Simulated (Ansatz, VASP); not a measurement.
# Bi in VASP and in Ansatz

The input INCAR:

```
SYSTEM = Bi
PREC     = Accurate       ! precision mode
ENCUT    = 520            ! plane-wave cutoff, eV
EDIFF    = 1E-7           ! SCF threshold, eV
ISMEAR   = -1             ! smearing method
SIGMA    = 0.1            ! smearing width, eV
LREAL    = .False.        ! projectors in reciprocal space
LASPH    = .True.         ! aspherical terms in the spheres
NELM     = 60             ! most SCF steps
ALGO     = Normal         ! electronic algorithm
ISIF     = 2              ! what is computed and relaxed
LWAVE    = .False.        ! write WAVECAR
LCHARG   = .False.        ! write CHGCAR
GGA      = RP             ! functional
NBANDS   = 38             ! bands
```

KPOINTS

```
Automatic mesh
0
Gamma
  12 12 3
  0 0 0
```

File POSCAR:

```
Bi
1.0
    3.4073956039      0.0000000000      0.0000000000
   -1.7036978020      2.9508911537      0.0000000000
    0.0000000000      0.0000000000     11.4139844443
Bi
4
Direct
    0.0000000000      1.0000000000      0.0000000000
    0.0000000000      1.0000000000      0.5000000000
    0.3333333333      0.6666666667      0.2500000000
    0.6666666667      0.3333333333      0.7500000000
```

Input for Ansatz:

```yaml
crystal:
  lattice:
    - [3.4073956039, 0.0, 0.0]
    - [-1.703697802, 2.9508911537, 0.0]
    - [0.0, 0.0, 11.4139844443]
  atoms:
    - { symbol: Bi, position: [0.0, 1.0, 0.0] }
    - { symbol: Bi, position: [0.0, 1.0, 0.5] }
    - { symbol: Bi, position: [0.3333333333, 0.6666666667, 0.25] }
    - { symbol: Bi, position: [0.6666666667, 0.3333333333, 0.75] }
hamiltonian:
  xc: rpbe
  pseudopotentials:
    kind: paw
    azcp:
      Bi: "pseudopotentials/Bi.paw.azcp"
basis:
  ecutwfc: 420
  fft_grid_basis: typed
kpoints:
  mp_grid: { grid: [12, 12, 3], shift: [0, 0, 0] }
magnetization:
  spin_polarized: false
scf:
  occupations: { method: fermi_dirac, width: 0.1 }
  lower_state_search: "off"
output:
  stress: true
  write_density: true
  write_potential: true
  elf: true
  volumetric_format: npy
```

Alike in both runs: task single point; functional RPBE; k mesh 12 × 12 × 3; occupations fermi-dirac, width 0.1 eV; no spin polarisation.

|  | VASP | Ansatz |
| --- | --- | --- |
| version | VASP 6.6.1 | Ansatz 0.2.0 |
| potentials or method | VASP PAW PBE potentials, release 64 (Bi_d), cutoff 520 eV | plane waves (420 eV) with PAW, scalar-relativistic |
| valence electrons in the cell | 60 | 60 |

```tsv
	VASP	Ansatz	Ansatz less VASP
pressure (GPa)	8.0	8.0	+0.07
traceless stress, the component that is largest in VASP (GPa)	-0.25	-0.25	+0.001
```

VASP's potentials were made for PBE, not for RPBE. With one functional, cell and mesh, what is left measures potentials, basis and numerics.

Neither program's run includes spin-orbit coupling.
